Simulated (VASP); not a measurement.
# C (Fd-3m) in VASP: notebook, part 2 of 3

VASP 6.6.1. The steps go on from the part before.

## 3. Single point, PBE

This run uses another cell than the first one, of 5.70 Å³/atom, 1.010 times its volume.

File INCAR:

```
ALGO = Normal ; EDIFF = 1E-6
ENCUT = 600 ; GGA = PE
GGA_COMPAT = False ; ISIF = 2
ISMEAR = 0 ; LASPH = True
LCHARG = False ; LREAL = False
LWAVE = False ; NBANDS = 11
NELM = 120 ; PREC = Accurate
SIGMA = 0.02
```

File KPOINTS:

```
k-points
0
Gamma
  12 12 12
```

File POSCAR:

```
C
1.0
    0.0000000000      1.7858130321      1.7858130321
    1.7858130321      0.0000000000      1.7858130321
    1.7858130321      1.7858130321      0.0000000000
C
2
Direct
    0.0000000000      0.0000000000      0.0000000000
    0.2500000000      0.2500000000      0.2500000000
```

Potentials or basis: VASP PAW PBE potentials, release 64 (C).

Command:

```
$ cat potpaw_PBE.64/C/POTCAR > POTCAR
$ mpirun -np 1 vasp_std > vasp.out
```

OUTCAR:

```text
EDIFF = 1E-6
   ENCUT = 600
   GGA = PE
   ISIF = 2
   ISMEAR = 0
   LASPH = True
   LREAL = False
   NELM = 120
   PREC = Accurate

 ion  position               nearest neighbor table
   1  0.000  0.000  0.000-   2 1.55   2 1.55   2 1.55   2 1.55
   2  0.250  0.250  0.250-   1 1.55   1 1.55   1 1.55   1 1.55

  LATTYP: Found a face centered cubic cell.
 ALAT       =     3.5716260642

  Lattice vectors:

 A1 = (   0.0000000000,   1.7858130321,   1.7858130321)
 A2 = (   1.7858130321,   0.0000000000,   1.7858130321)
 A3 = (   1.7858130321,   1.7858130321,   0.0000000000)

Analysis of symmetry for initial positions (statically):
=====================================================================
 Subroutine PRICEL returns:
 Original cell was already a primitive cell.

 Routine SETGRP: Setting up the symmetry group for a
 face centered cubic supercell.

 Subroutine GETGRP returns: Found 48 space group operations
 (whereof 24 operations were pure point group operations)
 out of a pool of 48 trial point group operations.

The static configuration has the point symmetry T_d .
 The point group associated with its full space group is O_h .

Analysis of symmetry for dynamics (positions and initial velocities):
=====================================================================
 Subroutine PRICEL returns:
 Original cell was already a primitive cell.

 Routine SETGRP: Setting up the symmetry group for a
 face centered cubic supercell.

 Subroutine GETGRP returns: Found 48 space group operations
 (whereof 24 operations were pure point group operations)
 out of a pool of 48 trial point group operations.

The dynamic configuration has the point symmetry T_d .
 The point group associated with its full space group is O_h .

 Subroutine INISYM returns: Found 48 space group operations
 (whereof 24 operations are pure point group operations),
 and found     1 'primitive' translations

----------------------------------------------------------------------------------------

                                     Primitive cell

  volume of cell :      11.3904

  direct lattice vectors                    reciprocal lattice vectors
     0.000000000  1.785813032  1.785813032    -0.279984517  0.279984517  0.279984517
     1.785813032  0.000000000  1.785813032     0.279984517 -0.279984517  0.279984517
     1.785813032  1.785813032  0.000000000     0.279984517  0.279984517 -0.279984517

  length of vectors
     2.525521010  2.525521010  2.525521010     0.484947410  0.484947410  0.484947410

  position of ions in fractional coordinates (direct lattice)
     0.000000000  0.000000000  0.000000000
     0.250000000  0.250000000  0.250000000

  ion indices of the primitive-cell ions
   primitive index   ion index
                 1           1
                 2           2

----------------------------------------------------------------------------------------

 KPOINTS: k-points

Automatic generation of k-mesh.
 Grid dimensions read from file:
 generate k-points for:   12   12   12

 Generating k-lattice:

  Cartesian coordinates                     Fractional coordinates (reciprocal lattice)
    -0.023332043  0.023332043  0.023332043     0.083333333  0.000000000  0.000000000
     0.023332043 -0.023332043  0.023332043     0.000000000  0.083333333  0.000000000
     0.023332043  0.023332043 -0.023332043     0.000000000  0.000000000  0.083333333

  Length of vectors
     0.040412284  0.040412284  0.040412284

  Shift w.r.t. Gamma in fractional coordinates (k-lattice)
     0.000000000  0.000000000  0.000000000

 Subroutine IBZKPT returns following result:
 ===========================================

 Found     72 irreducible k-points:

 Following reciprocal coordinates:
            Coordinates               Weight
  0.000000  0.000000  0.000000      1.000000
  0.083333  0.000000  0.000000      8.000000
  0.166667  0.000000  0.000000      8.000000
  0.250000  0.000000  0.000000      8.000000
  0.333333  0.000000  0.000000      8.000000
  0.416667  0.000000  0.000000      8.000000
[... 16 lines left out ...]
  0.500000  0.166667  0.000000     24.000000
 -0.416667  0.166667  0.000000     24.000000
 [... further k-points ...]
   k-points           NKPTS =     72   k-points in BZ     NKDIM =     72   number of bands    NBANDS=     11
   number of dos      NEDOS =    301   number of ions     NIONS =      2
   total plane-waves  NPLWV =   8000
   dimension x,y,z NGX =    20 NGY =   20 NGZ =   20
   dimension x,y,z NGXF=    40 NGYF=   40 NGZF=   40
   ions per type =               2
   NGX,Y,Z   is equivalent  to a cutoff of  13.17, 13.17, 13.17 a.u.
   NGXF,Y,Z  is equivalent  to a cutoff of  26.33, 26.33, 26.33 a.u.
 SYSTEM =  unknown system
   PREC   = accura    normal or accurate (medium, high low for compatibility)
   ISTART =      0    job   : 0-new  1-cont  2-samecut
   ICHARG =      2    charge: 1-file 2-atom 10-const
   ISPIN  =      1    spin polarized calculation?
   LNONCOLLINEAR =      F non collinear calculations
   LSORBIT =      F    spin-orbit coupling
   LASPH  =      T    aspherical Exc in radial PAW
   ENCUT  =  600.0 eV  44.10 Ry    6.64 a.u.   5.04  5.04  5.04*2*pi/ulx,y,z
   NELM   =    120;   NELMIN=  2; NELMDL= -5     # of ELM steps
   EDIFF  = 0.1E-05   stopping-criterion for ELM
   LREAL  =      F    real-space projection
   EDIFFG = 0.1E-04   stopping-criterion for IOM
   NSW    =      0    number of steps for IOM
   IBRION =     -1    ionic relax: 0-MD 1-quasi-New 2-CG
   NFREE  =      0    steps in history (QN), initial steepest desc. (CG)
   ISIF   =      2    stress and relaxation
   ISYM   =      2    0-nonsym 1-usesym 2-fastsym
   POTIM  = 0.5000    time-step for ionic-motion
   TEBEG  =    0.0;   TEEND  =   0.0 temperature during run
   PSTRESS=    0.0 pullay stress
   NELECT =       8.0000    total number of electrons
   NUPDOWN=      -1.0000    fix difference up-down
   EMIN   =  10.00;   EMAX   =-10.00  energy-range for DOS
   EFERMI =   0.00;   METHOD = LEGACY
   ISMEAR =     0;   SIGMA  =   0.02  broadening in eV -4-tet -1-fermi 0-gaus
   EFERMI_NEDOS =   21; number of points for ismear=-14 and -15
   IALGO  =     38    algorithm
   IMIX   =      4    mixing-type and parameters
     AMIX     =   0.40;   BMIX     =  1.00
     AMIX_MAG =   1.60;   BMIX_MAG =  1.00
  volume/ion in A,a.u.               =       5.70        38.43
  Fermi-wavevector in a.u.,A,eV,Ry     =   1.455209  2.749947 28.812167  2.117635
  Thomas-Fermi vector in A             =   2.572271
   LORBIT       =      0    0 simple, 1 ext, 2 COOP (PROOUT), +10 PAW based schemes
   GGA     = PE    functional components
   LHFCALC =     F    Hartree Fock is set to
   AEXX    =    0.0000 exact exchange contribution
   IVDW    =     0    specifies the selected vdW correction
   LEPSILON=     F    determine dielectric tensor
   LRPA    =     F    only Hartree local field effects (RPA)
 non-spin polarized calculation
 Gauss-broadening in eV      SIGMA  =   0.02
  energy-cutoff  :      600.00
  volume of cell :       11.39
 maximum number of plane-waves:       392
   NGX =  9   NGY =  9   NGZ =  9

 number of electron       7.9999999 magnetization

 Free energy of the ion-electron system (eV)
  ---------------------------------------------------
  ext. energy  EPLUGINS =         0.00000000
  ---------------------------------------------------
  free energy    TOTEN  =       -18.19049240 eV

  energy without entropy =      -18.19049240  energy(sigma->0) =      -18.19049240

 E-fermi :   9.7724     XC(G=0): -13.2301

 val. band max:        9.6691912671   @ k =   0.0000   0.0000   0.0000
 cond. band min:      13.8133493965   @ k =   0.3333   0.3333   0.0000
 fundamental gap:      4.1441581293
 Fermi energy:         9.7724275997

 k-point     1 :       0.0000    0.0000    0.0000
  band No.  band energies     occupation
      1     -11.7521      2.00000
      2       9.6692      2.00000
      3       9.6692      2.00000
      4       9.6692      2.00000
      5      15.2481      0.00000
      6      15.2481      0.00000
      7      15.2481      0.00000
      8      22.9065      0.00000
      9      28.9118      0.00000
     10      36.1603      0.00000
     11      36.1603      0.00000
[... 309 lines left out ...]
 k-point    24 :      -0.4167    0.1667    0.0000
  band No.  band energies     occupation
      1      -5.5930      2.00000
      2      -2.8188      2.00000
      3       4.2124      2.00000
      4       6.0957      2.00000
      5      17.1879      0.00000
      6      19.8726      0.00000
      7      20.8207      0.00000
      8      25.0580      0.00000
      9      29.0670      0.00000
     10      33.8099      0.00000
     11      34.1576      0.00000

 [... further k-points ...]
[... 5 lines left out ...]
  --------------------------------------------------------------------------------------
  -------------------------------------------------------------------------------------
  Total       -0.0016055     -0.0016055     -0.0016055     -0.0000000      0.0000000     -0.0000000
  in kB       -0.2258343     -0.2258343     -0.2258343     -0.0000000      0.0000000     -0.0000000
  external PRESSURE =      -0.2258343 kB  Pullay stress =       0.0000000 kB

 VOLUME and BASIS-vectors are now :
 -----------------------------------------------------------------------------
  energy-cutoff  :      600.00
  volume of cell :       11.39
      direct lattice vectors                 reciprocal lattice vectors
     0.000000000  1.785813032  1.785813032    -0.279984517  0.279984517  0.279984517
     1.785813032  0.000000000  1.785813032     0.279984517 -0.279984517  0.279984517
     1.785813032  1.785813032  0.000000000     0.279984517  0.279984517 -0.279984517

 POSITION                                       TOTAL-FORCE (eV/Angst)
 -----------------------------------------------------------------------------------
      0.00000      0.00000      0.00000        -0.000000     -0.000000     -0.000000
      0.89291      0.89291      0.89291         0.000000      0.000000      0.000000
 -----------------------------------------------------------------------------------
    total drift:                                0.000000      0.000000      0.000000

  FREE ENERGIE OF THE ION-ELECTRON SYSTEM (eV)
  ---------------------------------------------------
  free  energy   TOTEN  =       -18.1904924005 eV

  energy  without entropy=      -18.1904924005  energy(sigma->0) =      -18.19049240
```

stdout:

```text
POSCAR found type information on POSCAR C
 POSCAR found :  1 types and       2 ions
 scaLAPACK will be used
 LDA part: xc-table for (Slater+PW92), standard interpolation
 POSCAR, INCAR and KPOINTS ok, starting setup
 FFT: planning ... GRIDC
 FFT: planning ... GRID_SOFT
 FFT: planning ... GRID
 WAVECAR not read
 entering main loop
```

Wall time 13 s (1 thread of Intel Xeon 8259CL, shared host); peak memory 0.12 GiB.

Results:

```yaml
Free_energy: -18.1905 eV
Pressure: 0.0 GPa
Band_gap_on_the_k_mesh: 4.14 eV, indirect (least direct gap 5.58 eV)
```

A k mesh can miss the band edges. As with any semilocal functional, this PBE gap is likely too small.

[end of part 2 of 3]
